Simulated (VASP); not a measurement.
The system is Al2O3.

```
Al O
1.0
     3.90368    0.00000    0.00000
    -1.95184    3.38069    0.00000
     0.00000    0.00000    4.04723
Al O
2 3
Direct
  0.33333 0.66667 0.50000
  0.66667 0.33333 0.50000
  0.50000 0.00000 0.00000
  0.00000 0.50000 0.00000
  0.50000 0.50000 0.00000
```

* Program: VASP 6.6.1
* Task: relaxation of cell and atoms
* Functional: PBE
* Potentials or basis: VASP PAW PBE potentials, release 64 (Al, O)
* Cutoff: 600 eV
* k mesh: 6 × 6 × 4
* Occupations: gaussian, width 0.1 eV
* Spin: no spin polarisation

At the start: pressure 28.9 GPa; volume 10.68 Å³/atom.

Task: Where does the relaxation end?

Result: Over 14 steps the energy falls by 3246.2 meV/atom and the volume is 10.92 Å³/atom (+2.2 %); space group P6/mmm (No. 191, to 0.05 Å).

The path:
| step | energy change (eV) | largest force (eV/Å) | pressure (GPa) | volume (Å³) |
| --- | --- | --- | --- | --- |
| 1 | 0.0000 | 0.0000 | 28.86 | 53.41 |
| 2 | -4.4685 | 0.0000 | -10.61 | 68.37 |
| 3 | -8.1057 | 0.0000 | -38.31 | 85.68 |
| 4 | -9.6089 | 0.0000 | -46.82 | 86.53 |
| 5 | -9.6404 | 0.0000 | -47.21 | 86.55 |
| 6 | -12.4036 | 0.0000 | -42.95 | 77.13 |
| 7 | -15.2255 | 0.0000 | 13.02 | 52.69 |
| 8 | -15.6778 | 0.0000 | -15.50 | 59.67 |
| 9 | -15.7159 | 0.0000 | -9.81 | 57.91 |
| 10 | -16.0922 | 0.0000 | -5.98 | 56.47 |
| 11 | -16.2280 | 0.0000 | -1.78 | 55.07 |
| 12 | -16.2292 | 0.0000 | -1.34 | 54.93 |
| 13 | -16.2306 | 0.0000 | -0.51 | 54.72 |
| 14 | -16.2308 | 0.0000 | -0.02 | 54.60 |

Final structure:
```xyz
5
Lattice="4.9958 0.0000 0.0000 -2.4979 4.3265 0.0000 0.0000 0.0000 2.5262" Properties=species:S:1:pos:R:3 pbc="T T T"
Al    0.0000    2.8843    1.2631
Al    2.4979    1.4422    1.2631
O     2.4979    0.0000    2.5262
O    -1.2490    2.1633    2.5262
O     1.2490    2.1633    2.5262
```
